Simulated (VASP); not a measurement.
BAs: single point with PBE

The system is BAs.

```
CELL_PARAMETERS angstrom
0.00000 2.30411 2.30411
2.30411 0.00000 2.30411
2.30411 2.30411 0.00000
ATOMIC_POSITIONS crystal
B 0.00000 0.00000 0.00000
As 0.25000 0.25000 0.25000
```

This cell differs from its parent crystal: volume scaled by 0.88.

```yaml
Program: VASP 6.6.1
Task: single point
Functional: PBE
Potentials_or_basis: VASP PAW PBE potentials, release 64 (B, As)
Cutoff: 520 eV
k_mesh: 10 × 10 × 10
Occupations: gaussian, width 0.02 eV
Spin: no spin polarisation
Dipole_correction: no
Further_INCAR_settings: ALGO = Normal; EDIFF = 1e-06; NBANDS = 11
```

| Quantity | Value |
| --- | --- |
| Pressure | 23.0 GPa |
| Band gap on the k mesh | 1.06 eV, indirect (least direct gap 3.42 eV) |

Levels at points of the mesh, in eV from the valence-band top:
```
           k point  band 1  band 2  band 3  band 4  band 5  band 6  band 7  band 8  band 9
(0.00, 0.00, 0.00)  -16.43    0.00    0.00    0.00    3.42    3.42    3.42    6.10   10.15
(0.50, 0.00, 0.00)  -13.15   -9.62   -2.01   -2.01    3.36    4.90    4.90    9.05   13.56
(0.50, 0.50, 0.00)  -11.66   -9.16   -4.55   -4.55    1.27    1.34   12.43   12.43   13.88
```

Run time: 3.9 s on 1 thread of Intel(R) Xeon(R) 6975P-C (Granite Rapids) (shared host), peak memory 0.14 GiB.

 A k mesh can miss the band edges.
